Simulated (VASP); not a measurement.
Here is a VASP 6.6.1 calculation.

INCAR

```
SYSTEM = TiAl
PREC = Accurate
ENCUT = 520
EDIFF = 1E-6
ISMEAR = 0
SIGMA = 0.1
LREAL = .FALSE.
LASPH = .TRUE.
NELM = 100
ALGO = Normal
ISIF = 2
LWAVE = .FALSE.
LCHARG = .TRUE.
GGA = PE
LELF = .TRUE.
LVHAR = .TRUE.
NBANDS = 14
```

File KPOINTS:

```
Automatic mesh
0
G
  18 18 10
  0 0 0
```

Contents of POSCAR:

```
TiAl
1.0
    2.8000822786      0.0000000000      0.0000000000
   -1.4000411392      2.4249423859      0.0000000000
    0.0000000000      0.0000000000      4.6386467603
Ti Al
1 1
Direct
    0.0000000000      0.0000000000      0.0000000000
    0.3333333300      0.6666666700      0.5000000000
```

Potentials or basis: VASP PAW PBE potentials, release 64 (Ti_sv, Al).

Command:

```sh
$ cat potpaw_PBE.64/Ti_sv/POTCAR potpaw_PBE.64/Al/POTCAR > POTCAR
$ mpirun -np 1 vasp_std > vasp.out
```

**Question.** Estimate the pressure.

**Answer.** 6.6 GPa.

Stress tensor (GPa, compression positive):
```
7.61 0.00 0.00
0.00 7.61 0.00
0.00 0.00 4.61
```

Caveat: the cell differs from its parent crystal (strained).
